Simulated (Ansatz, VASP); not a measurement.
C in VASP and in Ansatz

The input POSCAR:

```
C
1.0
    2.4700000000      0.0000000000      0.0000000000
   -1.2350000000      2.1390827473      0.0000000000
    0.0000000000      0.0000000000      6.7900000000
C
4
Direct
    0.0000000000      0.0000000000      0.0024974403
    0.0000000000      0.0000000000      0.5024974403
    0.3333333333      0.6666666667      0.0025025597
    0.6666666667      0.3333333333      0.5025025597
```

File INCAR.step1:

```
SYSTEM = C
ALGO = Normal
EDIFF = 1E-4
ENCUT = 520
GGA = PE
ISMEAR = -1
LASPH = .True.
LCHARG = .False.
LREAL = .False.
LWAVE = .True.
NBANDS = 16
NELM = 80
PREC = Accurate
SIGMA = 0.05
```

The input INCAR.step2:

```
SYSTEM = C
ALGO = Normal
EDIFF = 1E-8
ENCUT = 520
ISIF = 2
ISMEAR = -1
ISTART = 1
LASPH = .True.
LCHARG = .False.
LEFG = .True.
LMIXTAU = .True.
LREAL = .False.
LWAVE = .False.
METAGGA = R2SCAN
NBANDS = 16
NELM = 80
PREC = Accurate
SIGMA = 0.05
```

Contents of KPOINTS:

```
k-points
0
Gamma
  15 15 5
  0 0 0
```

Input for Ansatz:

```yaml
crystal:
  lattice:
    - [2.47, 0.0, 0.0]
    - [-1.235, 2.1390827473, 0.0]
    - [0.0, 0.0, 6.79]
  atoms:
    - { symbol: C, position: [0.0, 0.0, 0.0024974403] }
    - { symbol: C, position: [0.0, 0.0, 0.5024974403] }
    - { symbol: C, position: [0.3333333333, 0.6666666667, 0.0025025597] }
    - { symbol: C, position: [0.6666666667, 0.3333333333, 0.5025025597] }
kpoints:
  mp_grid: { grid: [15, 15, 5] }
scf:
  occupations: { method: fermi_dirac, width: 0.05 }
hamiltonian:
  xc: r2scan
  pseudopotentials: { kind: paw }
output:
  forces: true
  stress: true
  populations: true
  efg: { contact_densities: true }
  write_density: true
  write_potential: true
  elf: true
  volumetric_format: npy
```

Alike in both runs: task electric field gradients; functional r2SCAN; k mesh 15 × 15 × 5; occupations fermi-dirac, width 0.05 eV; no spin polarisation.

```csv
,VASP,Ansatz
version,VASP 6.6.1,Ansatz 0.2.0
potentials or method,"VASP PAW PBE potentials, release 64 (C)","plane-wave PAW, scalar-relativistic"
plane-wave cutoff (eV),520,500
valence electrons in the cell,16,16
```

Ansatz gave:

| Quantity | Value |
| --- | --- |
| pressure (GPa) | -4.4 |
| traceless stress, the component that is largest in VASP (GPa) | 5.52 |
| size of Vzz on the site where it differs most (V/Å²) | 24.8 |

Question: Which values does VASP return?

Answer: Pressure (GPa): -3.8; traceless stress, the component that is largest in VASP (GPa): 4.76; size of Vzz on the site where it differs most (V/Å²): 32.3.

VASP's potentials were made for PBE, not for r2SCAN. The functional is the same, so the differences come from potentials, cutoffs and numerics. Ansatz's warnings: structure snapped to symmetry.
